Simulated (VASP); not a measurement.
# MgS (F-43m) in VASP: notebook

MgS is run at these levels: BLYP+D4, PBEsol; tasks: electric field gradients, vibrations by perturbation theory.

All numbers are computed with VASP 6.6.1; they aren't measurements. Logs are shortened: lines on timing, memory, paths and dates and some standing lists are left out, and cuts for length are marked.

## (1) The cell of the first run

Symmetry: F-43m, No. 216, cubic system. The conventional cell has a = 5.260 Å, b = 5.260 Å, c = 5.260 Å, α = 90.00°, β = 90.00°, γ = 90.00°. S (site symmetry -43m) has 4 Mg at 2.28 Å within 3.0 Å. Within 3.0 Å of Mg (site symmetry -43m) lie 4 S at 2.28 Å.

## (2) Electric field gradients, BLYP+D4 (volume scaled by 0.8)

The input, INCAR:

```
PREC     = Accurate       # precision mode
ENCUT    = 520            # plane-wave cutoff, eV
EDIFF    = 1E-8           # SCF threshold, eV
ISMEAR   = 0              # smearing method
SIGMA    = 0.01           # smearing width, eV
LREAL    = F              # projectors in reciprocal space
LASPH    = T              # aspherical terms in the spheres
NELM     = 80             # most SCF steps
ALGO     = Normal         # electronic algorithm
ISIF     = 2              # what is computed and relaxed
LWAVE    = F              # write WAVECAR
LCHARG   = F              # write CHGCAR
GGA      = B5             # functional
ALDAX    = 1.0          
AGGAX    = 1.0          
AGGAC    = 1.0          
ALDAC    = 0.0          
IVDW     = 13             # dispersion correction
VDW_S6   = 1.0          
VDW_S8   = 2.34076671   
VDW_A1   = 0.44488865   
VDW_A2   = 4.0933009    
LEFG     = T            
NBANDS   = 11             # bands
```

The input, KPOINTS:

```
regular mesh
0
Gamma
  8 8 8
```

The input, POSCAR:

```
MgS
1.0
    0.0000000000      2.6300356747      2.6300356747
    2.6300356747      0.0000000000      2.6300356747
    2.6300356747      2.6300356747      0.0000000000
S Mg
1 1
Direct
    0.2500000000      0.2500000000      0.2500000000
    0.0000000000      0.0000000000      0.0000000000
```

Potentials or basis: VASP PAW PBE potentials, release 64 (S, Mg).

Run with:

```
$ cat potpaw_PBE.64/S/POTCAR potpaw_PBE.64/Mg/POTCAR > POTCAR
$ mpirun -np 1 vasp_std > vasp.out
```

OUTCAR:

```text
PREC = Accurate
   ENCUT = 520
   EDIFF = 1E-8
   ISMEAR = 0
   LREAL = F
   LASPH = T
   NELM = 80
   ISIF = 2
   GGA = B5
   IVDW = 13

 ion  position               nearest neighbor table
   1  0.250  0.250  0.250-   2 2.28   2 2.28   2 2.28   2 2.28
   2  0.000  0.000  0.000-   1 2.28   1 2.28   1 2.28   1 2.28

  LATTYP: Found a face centered cubic cell.
 ALAT       =     5.2600713494

  Lattice vectors:

 A1 = (   0.0000000000,   2.6300356747,   2.6300356747)
 A2 = (   2.6300356747,   0.0000000000,   2.6300356747)
 A3 = (   2.6300356747,   2.6300356747,   0.0000000000)

Analysis of symmetry for initial positions (statically):
=====================================================================
 Subroutine PRICEL returns:
 Original cell was already a primitive cell.

 Routine SETGRP: Setting up the symmetry group for a
 face centered cubic supercell.

 Subroutine GETGRP returns: Found 24 space group operations
 (whereof 24 operations were pure point group operations)
 out of a pool of 48 trial point group operations.

The static configuration has the point symmetry T_d .

Analysis of symmetry for dynamics (positions and initial velocities):
=====================================================================
 Subroutine PRICEL returns:
 Original cell was already a primitive cell.

 Routine SETGRP: Setting up the symmetry group for a
 face centered cubic supercell.

 Subroutine GETGRP returns: Found 24 space group operations
 (whereof 24 operations were pure point group operations)
 out of a pool of 48 trial point group operations.

The dynamic configuration has the point symmetry T_d .

 Subroutine INISYM returns: Found 24 space group operations
 (whereof 24 operations are pure point group operations),
 and found     1 'primitive' translations

----------------------------------------------------------------------------------------

                                     Primitive cell

  volume of cell :      36.3844

  direct lattice vectors                    reciprocal lattice vectors
     0.000000000  2.630035675  2.630035675    -0.190111490  0.190111490  0.190111490
     2.630035675  0.000000000  2.630035675     0.190111490 -0.190111490  0.190111490
     2.630035675  2.630035675  0.000000000     0.190111490  0.190111490 -0.190111490

  length of vectors
     3.719432121  3.719432121  3.719432121     0.329282759  0.329282759  0.329282759

  position of ions in fractional coordinates (direct lattice)
     0.250000000  0.250000000  0.250000000
     0.000000000  0.000000000  0.000000000

  ion indices of the primitive-cell ions
   primitive index   ion index
                 1           1
                 2           2

----------------------------------------------------------------------------------------

 KPOINTS: regular mesh

Automatic generation of k-mesh.
 Grid dimensions read from file:
 generate k-points for:    8    8    8

 Generating k-lattice:

  Cartesian coordinates                     Fractional coordinates (reciprocal lattice)
    -0.023763936  0.023763936  0.023763936     0.125000000  0.000000000  0.000000000
     0.023763936 -0.023763936  0.023763936     0.000000000  0.125000000  0.000000000
     0.023763936  0.023763936 -0.023763936     0.000000000  0.000000000  0.125000000

  Length of vectors
     0.041160345  0.041160345  0.041160345

  Shift w.r.t. Gamma in fractional coordinates (k-lattice)
     0.000000000  0.000000000  0.000000000

 Subroutine IBZKPT returns following result:
 ===========================================

 Found     29 irreducible k-points:

 Following reciprocal coordinates:
            Coordinates               Weight
  0.000000  0.000000  0.000000      1.000000
  0.125000  0.000000  0.000000      8.000000
  0.250000  0.000000  0.000000      8.000000
  0.375000  0.000000  0.000000      8.000000
  0.500000  0.000000  0.000000      4.000000
  0.125000  0.125000  0.000000      6.000000
[... 16 lines left out ...]
  0.500000  0.250000  0.125000     48.000000
 -0.375000  0.250000  0.125000     24.000000
 [... further k-points ...]
   k-points           NKPTS =     29   k-points in BZ     NKDIM =     29   number of bands    NBANDS=     11
   number of dos      NEDOS =    301   number of ions     NIONS =      2
   total plane-waves  NPLWV =  21952
   dimension x,y,z NGX =    28 NGY =   28 NGZ =   28
   dimension x,y,z NGXF=    56 NGYF=   56 NGZF=   56
   ions per type =               1   1
   NGX,Y,Z   is equivalent  to a cutoff of  12.52, 12.52, 12.52 a.u.
   NGXF,Y,Z  is equivalent  to a cutoff of  25.03, 25.03, 25.03 a.u.
 SYSTEM =  unknown system
   PREC   = accura    normal or accurate (medium, high low for compatibility)
   ISTART =      0    job   : 0-new  1-cont  2-samecut
   ICHARG =      2    charge: 1-file 2-atom 10-const
   ISPIN  =      1    spin polarized calculation?
   LNONCOLLINEAR =      F non collinear calculations
   LSORBIT =      F    spin-orbit coupling
   LASPH  =      T    aspherical Exc in radial PAW
   ENCUT  =  520.0 eV  38.22 Ry    6.18 a.u.   6.92  6.92  6.92*2*pi/ulx,y,z
   NELM   =     80;   NELMIN=  2; NELMDL= -5     # of ELM steps
   EDIFF  = 0.1E-07   stopping-criterion for ELM
   LREAL  =      F    real-space projection
   EDIFFG = 0.1E-06   stopping-criterion for IOM
   NSW    =      0    number of steps for IOM
   IBRION =     -1    ionic relax: 0-MD 1-quasi-New 2-CG
   NFREE  =      0    steps in history (QN), initial steepest desc. (CG)
   ISIF   =      2    stress and relaxation
   ISYM   =      2    0-nonsym 1-usesym 2-fastsym
   POTIM  = 0.5000    time-step for ionic-motion
   TEBEG  =    0.0;   TEEND  =   0.0 temperature during run
   PSTRESS=    0.0 pullay stress
   NELECT =       8.0000    total number of electrons
   NUPDOWN=      -1.0000    fix difference up-down
   EMIN   =  10.00;   EMAX   =-10.00  energy-range for DOS
   EFERMI =   0.00;   METHOD = LEGACY
   ISMEAR =     0;   SIGMA  =   0.01  broadening in eV -4-tet -1-fermi 0-gaus
   EFERMI_NEDOS =   21; number of points for ismear=-14 and -15
   IALGO  =     38    algorithm
   IMIX   =      4    mixing-type and parameters
     AMIX     =   0.40;   BMIX     =  1.00
     AMIX_MAG =   1.60;   BMIX_MAG =  1.00
  volume/ion in A,a.u.               =      18.19       122.77
  Fermi-wavevector in a.u.,A,eV,Ry     =   0.988098  1.867234 13.283870  0.976337
  Thomas-Fermi vector in A             =   2.119600
   LORBIT       =      0    0 simple, 1 ext, 2 COOP (PROOUT), +10 PAW based schemes
   GGA     = B5    functional components
   LHFCALC =     F    Hartree Fock is set to
   AEXX    =    0.0000 exact exchange contribution
   IVDW    =    13    specifies the selected vdW correction
   LEPSILON=     F    determine dielectric tensor
   LRPA    =     F    only Hartree local field effects (RPA)
 non-spin polarized calculation
 Gauss-broadening in eV      SIGMA  =   0.01
  energy-cutoff  :      520.00
  volume of cell :       36.38
 maximum number of plane-waves:       995
   NGX = 13   NGY = 13   NGZ = 13

 number of electron       8.0000001 magnetization

 Free energy of the ion-electron system (eV)
  ---------------------------------------------------
  ext. energy  EPLUGINS =         0.00000000
  ---------------------------------------------------
  free energy    TOTEN  =        -7.05045515 eV

  energy without entropy =       -7.05045515  energy(sigma->0) =       -7.05045515

 E-fermi :   3.0955     XC(G=0):  -8.7349

 val. band max:        3.0055501545   @ k =   0.0000   0.0000   0.0000
 cond. band min:       6.8556633817   @ k =   0.5000   0.5000   0.0000
 fundamental gap:      3.8501132272
 Fermi energy:         3.0954999366

 k-point     1 :       0.0000    0.0000    0.0000
  band No.  band energies     occupation
      1      -9.0811      2.00000
      2       3.0055      2.00000
      3       3.0055      2.00000
      4       3.0056      2.00000
      5       7.8698      0.00000
      6      11.5639      0.00000
      7      11.5639      0.00000
      8      11.5639      0.00000
      9      14.3100      0.00000
     10      14.3100      0.00000
     11      18.3985      0.00000
[... 309 lines left out ...]
 k-point    24 :      -0.3750    0.2500    0.1250
  band No.  band energies     occupation
      1      -7.8516      2.00000
      2      -0.4328      2.00000
      3       1.3921      2.00000
      4       2.1949      2.00000
      5       9.4283      0.00000
      6      10.3546      0.00000
      7      12.4784      0.00000
      8      13.0770      0.00000
      9      15.6510      0.00000
     10      17.2115      0.00000
     11      18.8484      0.00000

 [... further k-points ...]

------------------------ aborting loop because EDIFF is reached ----------------------------------------

  DFT-D4 for vdW energy calculation

  Edisp (eV):   -1.08705

  FORCE on cell =-STRESS in cart. coord.  units (eV):
  Direction    XX          YY          ZZ          XY          YZ          ZX
  --------------------------------------------------------------------------------------
  -------------------------------------------------------------------------------------
  Total       4.14734     4.14734     4.14734    -0.00000     0.00000     0.00000
  in kB     182.62736   182.62736   182.62736    -0.00000     0.00000     0.00000
  external pressure =      182.63 kB  Pullay stress =        0.00 kB

 VOLUME and BASIS-vectors are now :
 -----------------------------------------------------------------------------
  energy-cutoff  :      520.00
  volume of cell :       36.38
      direct lattice vectors                 reciprocal lattice vectors
     0.000000000  2.630035675  2.630035675    -0.190111490  0.190111490  0.190111490
     2.630035675  0.000000000  2.630035675     0.190111490 -0.190111490  0.190111490
     2.630035675  2.630035675  0.000000000     0.190111490  0.190111490 -0.190111490

 POSITION                                       TOTAL-FORCE (eV/Angst)
 -----------------------------------------------------------------------------------
      1.31502      1.31502      1.31502         0.000000      0.000000     -0.000000
      0.00000      0.00000      0.00000        -0.000000     -0.000000      0.000000
 -----------------------------------------------------------------------------------
    total drift:                               -0.000000     -0.000000     -0.000000

  FREE ENERGIE OF THE ION-ELECTRON SYSTEM (eV)
  ---------------------------------------------------
  free  energy   TOTEN  =        -8.1375051219 eV

  energy  without entropy=       -8.1375051219  energy(sigma->0) =       -8.13750512

 Electric field gradients (V/A^2)
---------------------------------------------------------------------
 ion       V_xx      V_yy      V_zz      V_xy      V_xz      V_yz
---------------------------------------------------------------------
   1      -0.000    -0.000     0.000    -0.000    -0.000    -0.000
   2       0.000     0.000    -0.000    -0.000    -0.000    -0.000
---------------------------------------------------------------------

 Electric field gradients after diagonalization (V/A^2)
 (convention: |V_zz| > |V_xx| > |V_yy|)
----------------------------------------------------------------------
 ion       V_xx      V_yy      V_zz     asymmetry (V_yy - V_xx)/ V_zz
----------------------------------------------------------------------
   1       0.000     0.000    -0.001       0.000
   2       0.000     0.000    -0.000       0.000
----------------------------------------------------------------------

           NMR quadrupolar parameters

 Cq : quadrupolar parameter    Cq=e*Q*V_zz/h
 eta: asymmetry parameters     (V_yy - V_xx)/ V_zz
 Q  : nuclear electric quadrupole moment in mb (millibarn)
----------------------------------------------------------------------
 ion       Cq(MHz)       eta       Q (mb)
----------------------------------------------------------------------
   1      -0.000       0.000       1.000
   2      -0.000       0.000       1.000
----------------------------------------------------------------------
```

It took 13 s on 1 thread of Intel Xeon Platinum 8488C (Sapphire Rapids), shared host; peak memory 0.15 GiB.

What came out:

```yaml
Free_energy: -8.1375 eV
Pressure: 18.3 GPa
Band_gap_on_the_k_mesh: 3.85 eV, indirect (least direct gap 4.86 eV)
Dispersion_energy_per_atom: -0.544 eV
```

Levels at points of the mesh, in eV from the valence-band top:
| k point | band 2 | band 3 | band 4 | band 5 | band 6 | band 7 |
| --- | --- | --- | --- | --- | --- | --- |
| (0.00, 0.00, 0.00) | 0.00 | 0.00 | 0.00 | 4.86 | 8.56 | 8.56 |
| (0.50, 0.00, 0.00) | -3.88 | -0.39 | -0.39 | 6.01 | 7.99 | 7.99 |
| (0.50, 0.50, 0.00) | -3.45 | -1.29 | -1.29 | 3.85 | 5.97 | 13.62 |

Caveat: the cell differs from its parent crystal (volume scaled by 0.8); without QUAD_EFG the Cq values of the log hold for a quadrupole moment of 1 mb, not for the nuclei; the PAW data sets were made with another functional, which shifts forces and pressure a little.

## (3) Vibrations by perturbation theory, PBEsol

This run uses another cell than the first one, of 22.74 Å³/atom, 1.250 times its volume.

The input, INCAR:

```
SYSTEM = MgS
PREC = Accurate ; ENCUT = 520
EDIFF = 1E-8 ; ISMEAR = 0
SIGMA = 0.01 ; LREAL = .False.
LASPH = .True. ; NELM = 100
ALGO = Normal ; ISIF = 2
LWAVE = .False. ; LCHARG = .True.
GGA = PS ; IBRION = 8
NSW = 1 ; LEPSILON = .True.
```

The input, KPOINTS:

```
Automatic mesh
0
Gamma
  8 8 8
  0 0 0
```

The input, POSCAR:

```
MgS
1.0
    0.0000000000      2.8331200468      2.8331200468
    2.8331200468      0.0000000000      2.8331200468
    2.8331200468      2.8331200468      0.0000000000
S Mg
1 1
Direct
    0.2500000000      0.2500000000      0.2500000000
    0.0000000000      0.0000000000      0.0000000000
```

Potentials or basis: VASP PAW PBE potentials, release 64 (S, Mg).

Run with:

```
$ cat potpaw_PBE.64/S/POTCAR potpaw_PBE.64/Mg/POTCAR > POTCAR
$ mpirun -np 1 vasp_std > vasp.out
```

OUTCAR:

```text
SYSTEM = MgS
   PREC = Accurate
   ENCUT = 520
   EDIFF = 1E-8
   ISMEAR = 0
   LREAL = .False.
   LASPH = .True.
   NELM = 100
   ISIF = 2
   GGA = PS
   IBRION = 8
   NSW = 1
   LEPSILON = .True.

 ion  position               nearest neighbor table
   1  0.250  0.250  0.250-   2 2.45   2 2.45   2 2.45   2 2.45
   2  0.000  0.000  0.000-   1 2.45   1 2.45   1 2.45   1 2.45

  LATTYP: Found a face centered cubic cell.
 ALAT       =     5.6662400936

  Lattice vectors:

 A1 = (   0.0000000000,   2.8331200468,   2.8331200468)
 A2 = (   2.8331200468,   0.0000000000,   2.8331200468)
 A3 = (   2.8331200468,   2.8331200468,   0.0000000000)

Analysis of symmetry for initial positions (statically):
[... 567 lines left out ...]
  z     0.00000     0.00000     0.00000     5.84756     0.00000     0.00000

 SECOND DERIVATIVES (NOT SYMMETRIZED)
 ------------------------------------
               1X          1Y          1Z          2X          2Y          2Z
  1X    -5.500290    0.000000    0.000000    5.500290    0.000000    0.000000
  1Y     0.000000   -5.500290    0.000000    0.000000    5.500290    0.000000
  1Z     0.000000    0.000000   -5.500290    0.000000    0.000000    5.500290
  2X     5.494667    0.000000    0.000000   -5.494667    0.000000    0.000000
  2Y     0.000000    5.494667    0.000000    0.000000   -5.494667    0.000000
  2Z     0.000000    0.000000    5.494667    0.000000    0.000000   -5.494667

 Eigenvectors and eigenvalues of the dynamical matrix
 ----------------------------------------------------

   1 f  =    9.857684 THz    61.937655 2PiTHz  328.816943 cm-1    40.768087 meV
             X         Y         Z           dx          dy          dz
      1.416560  1.416560  1.416560     0.000000    0.000000   -0.656820
      0.000000  0.000000  0.000000     0.000000    0.000000    0.754048
[... 21 lines left out ...]
   6 f/i=    0.002497 THz     0.015687 2PiTHz    0.083277 cm-1     0.010325 meV
             X         Y         Z           dx          dy          dz
      1.416560  1.416560  1.416560    -0.243587    0.696638   -0.154754
      0.000000  0.000000  0.000000    -0.212179    0.606812   -0.134800

--------------------------------------------------------------------------------------------------------

 MACROSCOPIC STATIC DIELECTRIC TENSOR IONIC CONTRIBUTION
 ------------------------------------------------------
           2.599486    -0.000000     0.000000
          -0.000000     2.599486    -0.000000
           0.000000    -0.000000     2.599486
 ------------------------------------------------------

 ELASTIC MODULI CONTR FROM IONIC RELAXATION (kBar)
 Direction    XX          YY          ZZ          XY          YZ          ZX
 --------------------------------------------------------------------------------
 XX          -0.0000     -0.0000     -0.0000      0.0000     -0.0000      0.0000
 YY          -0.0000     -0.0000     -0.0000      0.0000      0.0000      0.0000
 ZZ          -0.0000     -0.0000     -0.0000     -0.0000      0.0000      0.0000
 XY           0.0000      0.0000     -0.0000   -222.4510      0.0000     -0.0000
 YZ          -0.0000      0.0000      0.0000      0.0000   -222.4510      0.0000
 ZX           0.0000      0.0000      0.0000     -0.0000      0.0000   -222.4510
 --------------------------------------------------------------------------------

 PIEZOELECTRIC TENSOR IONIC CONTR  for field in x, y, z        (C/m^2)
          XX          YY          ZZ          XY          YZ          ZX
  --------------------------------------------------------------------------------
  x     0.00000    -0.00000    -0.00000     0.00000     0.71554    -0.00000
  y    -0.00000    -0.00000    -0.00000    -0.00000    -0.00000     0.71554
  z    -0.00000    -0.00000     0.00000     0.71554    -0.00000     0.00000
```

Wall time 2.5 min (1 thread of Intel Xeon 6975P-C (Granite Rapids), shared host); peak memory 0.25 GiB.

Results:

- Electronic dielectric tensor (diagonal): 4.12
- Born charges (mean of the diagonal): S -1.90; Mg +1.90 e
- Highest phonon frequency at Γ, LO-TO splitting left out: 329 cm⁻¹

Phonon frequencies in cm⁻¹ (negative: imaginary):
```tsv
q point	frequencies
(0.000, 0.000, 0.000)	0 0 0 329 329 329
```

Electronic dielectric tensor:
```
4.12 0.00 0.00
0.00 4.12 0.00
0.00 0.00 4.12
```

Born effective charge tensors (e):
atom 1, S
```
-1.90  0.00  0.00
 0.00 -1.90  0.00
 0.00  0.00 -1.90
```
atom 2, Mg
```
1.90 0.00 0.00
0.00 1.90 0.00
0.00 0.00 1.90
```

Caveat: the PAW data sets were made with another functional, which shifts forces and pressure a little.
